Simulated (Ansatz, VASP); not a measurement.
## Two plane-wave programs on Ga2SeS2

```
CELL_PARAMETERS angstrom
4.99893 0.00000 0.00000
0.00000 4.99893 0.00000
0.00000 0.00000 5.47362
ATOMIC_POSITIONS crystal
Ga 0.00000 0.00000 0.74670
Ga 0.00000 0.00000 0.25330
Se 0.50000 0.50000 0.50000
S 0.00000 0.50000 0.50000
S 0.50000 0.00000 0.50000
```

Alike in both runs: functional PBE; k mesh 8 × 8 × 8; occupations gaussian, width 0.1 eV; no spin polarisation.

Ansatz relaxed the structure, and its values are those at the end. VASP's run is a single point on that final structure, the one shown.

```csv
,VASP,Ansatz
version,VASP 6.6.1,Ansatz 0.2.0
potentials or method,"VASP PAW PBE potentials, release 64 (Ga_d, Se, S), cutoff 520 eV","scalar-relativistic, plane waves, PAW"
valence electrons in the cell,44,54
```

```tsv
	VASP	Ansatz	Ansatz less VASP
gap on the k mesh at the Fermi level (eV)	none	none	-
pressure (GPa)	0.0	0.0	-0.01
```

A gap of «none» marks a metal or a gap that the smearing closes. VASP's potentials hold 44 valence electrons a cell and Ansatz's 54, so a difference there can come from the potentials and not from the codes.
